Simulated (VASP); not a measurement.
# LiTa2H2 (P-3m1) in VASP: a series of runs

Runs on LiTa2H2. Level: PBE. Tasks: single point, relaxation of cell and atoms.

Program: VASP 6.6.1. These are calculated values, not measurements. Logs are shortened: lines on timing, memory, paths and dates and some standing lists are left out, and cuts for length are marked.

## 1. The cell of the first run

It takes space group P-3m1 (No. 164, trigonal). Conventional cell: a = 3.403 Å, b = 3.403 Å, c = 6.409 Å, α = 90.00°, β = 90.00°, γ = 120.00°. Li (site symmetry -3m) has 6 H at 2.91 Å and 6 Ta at 3.01 Å and 6 Li at 3.40 Å within 3.8 Å. Ta (site symmetry 3m) has 4 H at 1.97 to 1.99 Å within 2.6 Å. H (site symmetry 3m) has 4 Ta at 1.97 to 1.99 Å within 2.6 Å.

## 2. Single point, PBE

Input file INCAR:

```
PREC = Accurate
ENCUT = 520
EDIFF = 1E-7
ISMEAR = 0
SIGMA = 0.1
LREAL = F
LASPH = T
NELM = 100
ALGO = Normal
ISIF = 2
LWAVE = F
LCHARG = F
GGA = PE
NBANDS = 22
```

Input file KPOINTS:

```
regular mesh
0
Gamma
  12 12 6
```

Input file POSCAR:

```
LiTa2H2
1.0
    3.4026904398      0.0000000000      0.0000000000
   -1.7013452199      2.9468163620      0.0000000000
    0.0000000000      0.0000000000      6.4087877012
Li Ta H
1 2 2
Direct
    0.0000000000      0.0000000000      0.0000000000
    0.3333333333      0.6666666667      0.6449343504
    0.6666666667      0.3333333333      0.3550656496
    0.3333333333      0.6666666667      0.3343917395
    0.6666666667      0.3333333333      0.6656082605
```

Potentials or basis: VASP PAW PBE potentials, release 64 (Li_sv, Ta_pv, H).

On the command line:

```sh
$ cat potpaw_PBE.64/Li_sv/POTCAR potpaw_PBE.64/Ta_pv/POTCAR potpaw_PBE.64/H/POTCAR > POTCAR
$ mpirun -np 1 vasp_std > vasp.out
```

OUTCAR:

```text
PREC = Accurate
   ENCUT = 520
   EDIFF = 1E-7
   ISMEAR = 0
   LREAL = F
   LASPH = T
   NELM = 100
   ISIF = 2
   GGA = PE

 ion  position               nearest neighbor table
   1  0.000  0.000  0.000-   2 3.01   3 3.01   2 3.01   3 3.01   3 3.01   2 3.01
   2  0.333  0.667  0.645-   5 1.97   5 1.97   5 1.97   4 1.99   3 2.70   3 2.70   3 2.70   1 3.01
                             1 3.01   1 3.01
   3  0.667  0.333  0.355-   4 1.97   4 1.97   4 1.97   5 1.99   2 2.70   2 2.70   2 2.70   1 3.01
                             1 3.01   1 3.01
   4  0.333  0.667  0.334-   3 1.97   3 1.97   3 1.97   2 1.99
   5  0.667  0.333  0.666-   2 1.97   2 1.97   2 1.97   3 1.99

  LATTYP: Found a hexagonal cell.
 ALAT       =     3.4026904398
 C/A-ratio  =     1.8834471765

  Lattice vectors:

 A1 = (   3.4026904398,   0.0000000000,   0.0000000000)
 A2 = (  -1.7013452199,   2.9468163620,   0.0000000000)
 A3 = (   0.0000000000,   0.0000000000,   6.4087877012)

Analysis of symmetry for initial positions (statically):
=====================================================================
 Subroutine PRICEL returns:
 Original cell was already a primitive cell.

 Routine SETGRP: Setting up the symmetry group for a
 hexagonal supercell.

 Subroutine GETGRP returns: Found 12 space group operations
 (whereof 12 operations were pure point group operations)
 out of a pool of 24 trial point group operations.

The static configuration has the point symmetry D_3d.

Analysis of symmetry for dynamics (positions and initial velocities):
=====================================================================
 Subroutine PRICEL returns:
 Original cell was already a primitive cell.

 Routine SETGRP: Setting up the symmetry group for a
 hexagonal supercell.

 Subroutine GETGRP returns: Found 12 space group operations
 (whereof 12 operations were pure point group operations)
 out of a pool of 24 trial point group operations.

The dynamic configuration has the point symmetry D_3d.

 Subroutine INISYM returns: Found 12 space group operations
 (whereof 12 operations are pure point group operations),
 and found     1 'primitive' translations

----------------------------------------------------------------------------------------

[... 97 lines left out ...]
   NELM   =    100;   NELMIN=  2; NELMDL= -5     # of ELM steps
   EDIFF  = 0.1E-06   stopping-criterion for ELM
   LREAL  =      F    real-space projection
   EDIFFG = 0.1E-05   stopping-criterion for IOM
   NSW    =      0    number of steps for IOM
   IBRION =     -1    ionic relax: 0-MD 1-quasi-New 2-CG
   NFREE  =      0    steps in history (QN), initial steepest desc. (CG)
   ISIF   =      2    stress and relaxation
   ISYM   =      2    0-nonsym 1-usesym 2-fastsym
   POTIM  = 0.5000    time-step for ionic-motion
   TEBEG  =    0.0;   TEEND  =   0.0 temperature during run
   PSTRESS=    0.0 pullay stress
   NELECT =      27.0000    total number of electrons
   NUPDOWN=      -1.0000    fix difference up-down
   EMIN   =  10.00;   EMAX   =-10.00  energy-range for DOS
   EFERMI =   0.00;   METHOD = LEGACY
   ISMEAR =     0;   SIGMA  =   0.10  broadening in eV -4-tet -1-fermi 0-gaus
   EFERMI_NEDOS =   21; number of points for ismear=-14 and -15
   IALGO  =     38    algorithm
   IMIX   =      4    mixing-type and parameters
     AMIX     =   0.40;   BMIX     =  1.00
     AMIX_MAG =   1.60;   BMIX_MAG =  1.00
  volume/ion in A,a.u.               =      12.85        86.73
  Fermi-wavevector in a.u.,A,eV,Ry     =   1.226156  2.317098 20.455785  1.503458
  Thomas-Fermi vector in A             =   2.361167
   LORBIT       =      0    0 simple, 1 ext, 2 COOP (PROOUT), +10 PAW based schemes
   GGA     = PE    functional components
   LHFCALC =     F    Hartree Fock is set to
   AEXX    =    0.0000 exact exchange contribution
   IVDW    =     0    specifies the selected vdW correction
   LEPSILON=     F    determine dielectric tensor
   LRPA    =     F    only Hartree local field effects (RPA)
 non-spin polarized calculation
 Gauss-broadening in eV      SIGMA  =   0.10
  energy-cutoff  :      520.00
  volume of cell :       64.26
 maximum number of plane-waves:      1749
 NGX is ok and might be reduce to    28
   NGX = 13   NGY = 13   NGZ = 23

 number of electron      26.9999998 magnetization

 Free energy of the ion-electron system (eV)
  ---------------------------------------------------
  ext. energy  EPLUGINS =         0.00000000
  ---------------------------------------------------
  free energy    TOTEN  =       -30.87484446 eV

  energy without entropy =      -30.86327949  energy(sigma->0) =      -30.86906197

 E-fermi :   3.7968     XC(G=0): -10.4917

 val. band max:        3.7934444297   @ k =   0.5000   0.0000   0.5000
 cond. band min:       3.8133394023   @ k =   0.2500   0.0000   0.0000
 fundamental gap:      0.0198949726
 Fermi energy:         3.7967889770

 k-point     1 :       0.0000    0.0000    0.0000
  band No.  band energies     occupation
      1     -42.0437      2.00000
      2     -31.1519      2.00000
      3     -30.7313      2.00000
      4     -30.7313      2.00000
      5     -30.3780      2.00000
      6     -30.3780      2.00000
[... 589 lines left out ...]
     21       9.5000      0.00000
     22      11.7014      0.00000

 [... further k-points ...]

------------------------ aborting loop because EDIFF is reached ----------------------------------------

  FORCE on cell =-STRESS in cart. coord.  units (eV):
  Direction    XX          YY          ZZ          XY          YZ          ZX
  --------------------------------------------------------------------------------------
  -------------------------------------------------------------------------------------
  Total        0.0451769      0.0451769      0.0031170      0.0000000      0.0000000      0.0000000
  in kB        1.1263549      1.1263549      0.0777140      0.0000000      0.0000000      0.0000000
  external PRESSURE =       0.7768079 kB  Pullay stress =       0.0000000 kB

 VOLUME and BASIS-vectors are now :
 -----------------------------------------------------------------------------
  energy-cutoff  :      520.00
  volume of cell :       64.26
      direct lattice vectors                 reciprocal lattice vectors
     3.402690440  0.000000000  0.000000000     0.293885094  0.169674638  0.000000000
    -1.701345220  2.946816362  0.000000000     0.000000000  0.339349276  0.000000000
     0.000000000  0.000000000  6.408787701     0.000000000  0.000000000  0.156035751

 POSITION                                       TOTAL-FORCE (eV/Angst)
 -----------------------------------------------------------------------------------
      0.00000      0.00000      0.00000         0.000000      0.000000      0.000000
     -0.00000      1.96454      4.13325        -0.000000      0.000000      0.008497
      1.70135      0.98227      2.27554         0.000000     -0.000000     -0.008497
     -0.00000      1.96454      2.14305         0.000000     -0.000000     -0.008420
      1.70135      0.98227      4.26574         0.000000      0.000000      0.008420
 -----------------------------------------------------------------------------------
    total drift:                                0.000000     -0.000000     -0.000000

  FREE ENERGIE OF THE ION-ELECTRON SYSTEM (eV)
  ---------------------------------------------------
  free  energy   TOTEN  =       -30.8748444573 eV

  energy  without entropy=      -30.8632794926  energy(sigma->0) =      -30.86906197
```

stdout:

```text
POSCAR found type information on POSCAR LiTaH
 POSCAR found :  3 types and       5 ions
 scaLAPACK will be used
 LDA part: xc-table for (Slater+PW92), standard interpolation
 POSCAR, INCAR and KPOINTS ok, starting setup
 FFT: planning ... GRIDC
 FFT: planning ... GRID_SOFT
 FFT: planning ... GRID
 WAVECAR not read
 entering main loop
```

Run time: 2.2 min. Hardware: 1 thread of AMD EPYC 7R43 (Zen 3), shared host; peak memory 0.24 GiB.

Results:

| Quantity | Value |
| --- | --- |
| Free energy | -30.8748 eV |
| Largest force | 0.008 eV/Å |

Forces on the atoms (eV/Å):
```
Li   0.000  0.000  0.000
Ta   0.000  0.000  0.008
Ta   0.000  0.000 -0.008
H    0.000  0.000 -0.008
H    0.000  0.000  0.008
```

Caveat: the cutoff is under 1.25 times the usual one of these potentials, so pressure, stress and relaxed cells hold a basis-set (Pulay) error; spin-orbit coupling is left out, which moves the levels of the heavy elements.

(Part 1 of 2 ends here.)
